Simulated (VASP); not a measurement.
Crystal: Ta.

```
Ta
1.0
     2.90037    0.00000    0.00000
    -1.45019    2.51180    0.00000
     0.00000    0.00000    5.16627
Ta
2
Direct
  0.66667 0.33333 0.75000
  0.33333 0.66667 0.25000
```

This isn't the form of Ta at room conditions, which is bcc.

| Item | Value |
| --- | --- |
| Program | VASP 6.6.1 |
| Task | relaxation of volume and atoms at fixed shape |
| Functional | r2SCAN |
| Potentials or basis | VASP PAW PBE potentials, release 64 (Ta_pv) |
| Cutoff | 600 eV |
| k mesh | 16 × 16 × 8 |
| Occupations | fermi-dirac, width 0.05 eV |
| Spin | no spin polarisation |

At the start: pressure -2.8 GPa; volume 18.82 Å³/atom.

Problem. How do energy, volume and symmetry change on relaxing?

Solution. Over 3 steps the energy falls by 2.4 meV/atom and the volume is 18.55 Å³/atom (-1.4 %); space group P6_3/mmc (No. 194, to 0.1 Å) before and after.

The path:
| step | energy change (eV) | largest force (eV/Å) | pressure (GPa) | volume (Å³) |
| --- | --- | --- | --- | --- |
| 1 | 0.0000 | 0.0000 | -2.80 | 37.64 |
| 2 | 0.0212 | 0.0000 | 7.05 | 35.87 |
| 3 | -0.0048 | 0.0000 | -0.02 | 37.10 |

Final structure:
```xyz
2
Lattice="2.8865 0.0000 0.0000 -1.4432 2.4998 0.0000 0.0000 0.0000 5.1415" Properties=species:S:1:pos:R:3 pbc="T T T"
Ta    1.4432    0.8333    3.8561
Ta    0.0000    1.6665    1.2854
```

Caveat: the PAW data sets were made with another functional, which shifts forces and pressure a little.
